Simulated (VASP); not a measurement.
# NiO2 (P-3m1) in VASP: notebook, part 2 of 2

VASP 6.6.1. Earlier steps stand in the parts before.

**4. Single point, LDA**

This run uses another cell than the first one, of the same volume but with other edges.

File INCAR:

```
SYSTEM = NiO2
PREC = Accurate
ENCUT = 700
EDIFF = 1E-6
ISMEAR = 0
SIGMA = 0.05
LREAL = .FALSE.
LASPH = .TRUE.
NELM = 120
ALGO = Normal
ISIF = 2
LWAVE = .FALSE.
LCHARG = .FALSE.
GGA = CA
NBANDS = 22
GGA_COMPAT = .FALSE.
```

File KPOINTS:

```
regular mesh
0
G
  12 12 6
  0 0 0
```

File POSCAR:

```
NiO2
1.0
    2.7239885620      0.0000000000      0.0000000000
   -1.3619942810      2.3590432943      0.0000000000
    0.0000000000      0.0000000000      4.3267834318
Ni O
1 2
Direct
    0.0000000000      0.0000000000      0.5000000000
    0.6666666667      0.3333333333      0.7305104846
    0.3333333333      0.6666666667      0.2694895154
```

Potentials or basis: VASP PAW LDA potentials, release 64 (Ni_sv_GW, O).

Run with:

```
$ cat potpaw_LDA.64/Ni_sv_GW/POTCAR potpaw_LDA.64/O/POTCAR > POTCAR
$ mpirun -np 1 vasp_std > vasp.out
```

OUTCAR:

```text
SYSTEM = NiO2
   PREC = Accurate
   ENCUT = 700
   EDIFF = 1E-6
   ISMEAR = 0
   LREAL = .FALSE.
   LASPH = .TRUE.
   NELM = 120
   ISIF = 2
   GGA = CA

 ion  position               nearest neighbor table
   1  0.000  0.000  0.500-   2 1.86   3 1.86   3 1.86   2 1.86   2 1.86   3 1.86
   2  0.667  0.333  0.731-   1 1.86   1 1.86   1 1.86
   3  0.333  0.667  0.269-   1 1.86   1 1.86   1 1.86

  LATTYP: Found a hexagonal cell.
 ALAT       =     2.7239885620
 C/A-ratio  =     1.5884000000

  Lattice vectors:
[... 791 lines left out ...]

  FORCE on cell =-STRESS in cart. coord.  units (eV):
  Direction    XX          YY          ZZ          XY          YZ          ZX
  --------------------------------------------------------------------------------------
  -------------------------------------------------------------------------------------
  Total       -0.0218663     -0.0218663     -2.1704470      0.0000000     -0.0000000      0.0000000
  in kB       -1.2600232     -1.2600232   -125.0700776      0.0000000     -0.0000000      0.0000000
  external PRESSURE =     -42.5300414 kB  Pullay stress =       0.0000000 kB

 VOLUME and BASIS-vectors are now :
 -----------------------------------------------------------------------------
  energy-cutoff  :      700.00
  volume of cell :       27.80
      direct lattice vectors                 reciprocal lattice vectors
     2.723988562  0.000000000  0.000000000     0.367108737  0.211950328  0.000000000
    -1.361994281  2.359043294  0.000000000     0.000000000  0.423900656  0.000000000
     0.000000000  0.000000000  4.326783432     0.000000000  0.000000000  0.231118570

 POSITION                                       TOTAL-FORCE (eV/Angst)
 -----------------------------------------------------------------------------------
      0.00000      0.00000      2.16339         0.000000     -0.000000     -0.000000
      1.36199      0.78635      3.16076         0.000000     -0.000000     -1.038308
     -0.00000      1.57270      1.16602        -0.000000      0.000000      1.038308
 -----------------------------------------------------------------------------------
    total drift:                               -0.000000     -0.000000      0.000000

  FREE ENERGIE OF THE ION-ELECTRON SYSTEM (eV)
  ---------------------------------------------------
  free  energy   TOTEN  =       -21.0159421473 eV

  energy  without entropy=      -21.0159421473  energy(sigma->0) =      -21.01594215
```

OSZICAR:

```text
N       E                     dE             d eps       ncg     rms          rms(c)
DAV:   1     0.329160562511E+03    0.32916E+03   -0.22065E+04  7190   0.531E+03
DAV:   2    -0.145772407372E+02   -0.34374E+03   -0.32544E+03  7106   0.109E+03
DAV:   3    -0.346916149465E+02   -0.20114E+02   -0.19948E+02  7128   0.288E+02
DAV:   4    -0.351239319573E+02   -0.43232E+00   -0.43180E+00  6252   0.259E+01
DAV:   5    -0.351366709258E+02   -0.12739E-01   -0.12732E-01  5872   0.395E+00    0.292E+01
DAV:   6    -0.425842585411E+02   -0.74476E+01   -0.26301E+02  6570   0.763E+02    0.372E+01
DAV:   7    -0.210957949037E+02    0.21488E+02   -0.69441E+01  6960   0.656E+02    0.562E+00
DAV:   8    -0.210525293069E+02    0.43266E-01   -0.31812E+00  7092   0.360E+01    0.270E+00
DAV:   9    -0.210197736747E+02    0.32756E-01   -0.62781E-02  6640   0.537E+00    0.102E+00
DAV:  10    -0.210171854638E+02    0.25882E-02   -0.24313E-02  7536   0.924E+00    0.333E-01
DAV:  11    -0.210164883063E+02    0.69716E-03   -0.12259E-02  6946   0.822E+00    0.231E-01
DAV:  12    -0.210160401576E+02    0.44815E-03   -0.36588E-03  6950   0.480E+00    0.968E-02
DAV:  13    -0.210159492135E+02    0.90944E-04   -0.51133E-04  7366   0.162E+00    0.236E-02
DAV:  14    -0.210159425137E+02    0.66998E-05   -0.30569E-05  6368   0.255E-01    0.534E-03
DAV:  15    -0.210159421473E+02    0.36640E-06   -0.24803E-06  3492   0.999E-02
   1 F= -.21015942E+02 E0= -.21015942E+02  d E =-.648255E-14
```

Wall time 36 s (1 thread of Intel Xeon 6975P-C (Granite Rapids), shared host); peak memory 0.23 GiB.

What came out:

```
Free energy            : -21.0159 eV
Pressure               : -4.3 GPa
Largest force          : 1.038 eV/Å
Band gap on the k mesh : 0.72 eV (least direct gap 0.87 eV)
```

Forces on the atoms (eV/Å):
```
Ni   0.000  0.000  0.000
O    0.000  0.000 -1.038
O    0.000  0.000  1.038
```

Stress tensor (GPa, compression positive):
```
 -0.13   0.00   0.00
  0.00  -0.13   0.00
  0.00   0.00 -12.51
```

Caveat: the stress differs along the axes, from -13 to -0 GPa; the run has no spin polarisation, though such a crystal can be magnetic; forces of over 1 eV/Å act on the atoms, so gaps and moduli don't describe the material at rest.

**5. Summary**

| cell | gap on the mesh (eV) | pressure (GPa) | largest force (eV/Å) |
| --- | --- | --- | --- |
| a = 2.848, b = 2.848, c = 3.959 Å, angles 90.0, 90.0, 120.0°, 3 atoms, atomic positions A | 0.44 | -18.7 | 1.34 |
| a = 2.687, b = 2.687, c = 4.446 Å, angles 90.0, 90.0, 120.0°, 3 atoms, atomic positions B | 0.97 | 17.1 | 0.99 |
| a = 2.724, b = 2.724, c = 4.327 Å, angles 90.0, 90.0, 120.0°, 3 atoms, atomic positions C | 0.72 | -4.3 | 1.04 |

Alike in all rows: task single point; level LDA; potentials or basis VASP PAW LDA potentials, release 64 (Ni_sv_GW, O); no spin polarisation; k mesh 12 × 12 × 6; cutoff (eV) 700; smearing gaussian 0.05 eV.

Caveats: the run has no spin polarisation, though such a crystal can be magnetic; forces of over 1 eV/Å act on the atoms, so gaps and moduli don't describe the material at rest (at least some runs); the stress differs along the axes, from -21 to -14 GPa (at least some runs); the stress differs along the axes, from 9 to 21 GPa (at least some runs); the stress differs along the axes, from -13 to -0 GPa (at least some runs).

Total energies depend on the potentials used, so only differences within one code and one set of settings carry meaning.
